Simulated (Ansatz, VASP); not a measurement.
**MgS in VASP and in Ansatz**

```
Mg S
1.0
     0.00000    2.89231    2.74123
     2.89231    0.00000    2.74123
     2.89231    2.89231    0.00000
Mg S
1 1
Direct
  0.00000 0.00000 0.00000
  0.25000 0.25000 0.25000
```

Change from the starting cell: epitaxial_xy strain +2.2%.

Alike in both runs: task single point; functional PBE; k mesh 8 × 8 × 8; occupations fermi-dirac, width 0.02 eV; no spin polarisation.

|  | VASP | Ansatz |
| --- | --- | --- |
| version | VASP 6.6.1 | Ansatz 0.2.0 |
| potentials or method | VASP PAW PBE potentials, release 64 (Mg, S) | plane waves, PAW |
| plane-wave cutoff (eV) | 520 | 420 |
| valence electrons in the cell | 8 | 16 |

|  | VASP | Ansatz | Ansatz less VASP |
| --- | --- | --- | --- |
| gap on the k mesh at the Fermi level (eV) | 3.31 | 3.32 | +0.008 |
| pressure (GPa) | 0.2 | 0.4 | +0.15 |
| traceless stress, the component that is largest in VASP (GPa) | 0.64 | 0.63 | -0.009 |

With one functional, cell and mesh, what is left measures potentials, basis and numerics. VASP's potentials hold 8 valence electrons a cell and Ansatz's 16, so a difference there can come from the potentials and not from the codes.
